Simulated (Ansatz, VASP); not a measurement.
Li2O in VASP and in Ansatz

INCAR

```
PREC = Accurate
ENCUT = 750
EDIFF = 1E-6
ISMEAR = -1
SIGMA = 0.03
LREAL = F
LASPH = T
NELM = 120
ALGO = Normal
ISIF = 2
LWAVE = F
LCHARG = F
GGA = PS
NBANDS = 13
GGA_COMPAT = F
```

File KPOINTS:

```
regular mesh
0
Gamma
  9 9 9
```

Contents of POSCAR:

```
Li2O
1.0
    0.0000000000      2.3398916431      2.3398916431
    2.3398916431      0.0000000000      2.3398916431
    2.3398916431      2.3398916431      0.0000000000
Li O
2 1
Direct
    0.2500000000      0.2500000000      0.2500000000
    0.7500000000      0.7500000000      0.7500000000
    0.0000000000      0.0000000000      0.0000000000
```

Input for Ansatz:

```yaml
crystal:
  lattice:
    - [0.0, 2.3398916431, 2.3398916431]
    - [2.3398916431, 0.0, 2.3398916431]
    - [2.3398916431, 2.3398916431, 0.0]
  atoms:
    - { symbol: Li, position: [0.25, 0.25, 0.25] }
    - { symbol: Li, position: [0.75, 0.75, 0.75] }
    - { symbol: O, position: [0.0, 0.0, 0.0] }
kpoints:
  mp_grid: { grid: [9, 9, 9] }
  band_path:
    path:
      - [0.0, 0.0, 0.0]
      - [0.5, 0.0, 0.5]
      - [0.625, 0.25, 0.625]
      - [0.375, 0.375, 0.75]
      - [0.0, 0.0, 0.0]
      - [0.5, 0.5, 0.5]
      - [0.5, 0.25, 0.75]
      - [0.5, 0.0, 0.5]
    npoints: 5
scf:
  occupations: { method: fermi_dirac, width: 0.03 }
hamiltonian:
  xc: pbesol
  pseudopotentials: { kind: all_electron, lapw: { basis_error: 0.0005 } }
output:
  forces: true
  stress: true
  eigenvalues: true
```

Change from the starting cell: volume scaled by 1.04.

Alike in both runs: task single point; functional PBEsol; k mesh 9 × 9 × 9; occupations fermi-dirac, width 0.03 eV; no spin polarisation.

|  | VASP | Ansatz |
| --- | --- | --- |
| version | VASP 6.6.1 | Ansatz 0.2.0 |
| potentials or method | VASP PAW PBE potentials, release 64 (Li_sv, O), cutoff 750 eV | all-electron LAPW, scalar-relativistic |

Ansatz gave:

```
gap on the k mesh at the Fermi level (eV) : 4.85
pressure (GPa)                            : -4.8
```

Problem. Estimate VASP's values.

Solution. gap on the k mesh at the Fermi level (eV): 4.85; pressure (GPa): -4.7.

VASP's potentials were made for PBE, not for PBEsol. Ansatz ran all-electron here, and VASP with PAW potentials.
